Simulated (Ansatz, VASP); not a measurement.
In2O in VASP and in Ansatz

INCAR

```
SYSTEM = In2O
ALGO = Normal
EDIFF = 1E-6
ENCUT = 600
GGA = PE
GGA_COMPAT = .False.
ISIF = 2
ISMEAR = 0
LASPH = .True.
LCHARG = .False.
LREAL = .False.
LWAVE = .False.
NBANDS = 23
NELM = 120
PREC = Accurate
SIGMA = 0.1
```

File KPOINTS:

```
k-points
0
Gamma
  4 4 6
  0 0 0
```

POSCAR

```
In2O
1.0
    4.1132436700      0.0000000000      0.0000000000
    0.0000000000      4.1132436700      0.0000000000
    0.0000000000      0.0000000000      2.9085024900
In O
2 1
Direct
    0.0000000000      0.5000000000      0.0000000000
    0.5000000000      0.0000000000      0.0000000000
    0.5000000000      0.5000000000      0.5000000000
```

Input for Ansatz:

```yaml
crystal:
  lattice:
    - [4.11324367, 0.0, 0.0]
    - [0.0, 4.11324367, 0.0]
    - [0.0, 0.0, 2.90850249]
  atoms:
    - { symbol: In, position: [0.0, 0.5, 0.0] }
    - { symbol: In, position: [0.5, 0.0, 0.0] }
    - { symbol: O, position: [0.5, 0.5, 0.5] }
basis:
  ecutwfc: 420
kpoints:
  mp_grid: { grid: [4, 4, 6] }
hamiltonian:
  xc: pbe
scf:
  occupations: { method: gaussian, width: 0.1 }
  lower_state_search: "off"
output:
  forces: true
  stress: true
  eigenvalues: true
```

Change from the starting cell: ordered vacancies on the anion sites of caesium chloride (P4/mmm, No. 123).

Alike in both runs: task single point; functional PBE; k mesh 4 × 4 × 6; occupations gaussian, width 0.1 eV; no spin polarisation.

|  | VASP | Ansatz |
| --- | --- | --- |
| version | VASP 6.6.1 | Ansatz 0.2.0 |
| potentials or method | VASP PAW PBE potentials, release 64 (In_d, O), cutoff 600 eV | scalar-relativistic, plane waves, PAW |
| valence electrons in the cell | 32 | 32 |

```csv
,VASP,Ansatz,Ansatz less VASP
gap on the k mesh at the Fermi level (eV),none,none,-
pressure (GPa),18.8,18.8,-0.04
"traceless stress, the component that is largest in VASP (GPa)",3.24,3.21,-0.030
```

A gap of «none» marks a metal or a gap that the smearing closes.

The k mesh is coarse, so the values compare programs but aren't converged.
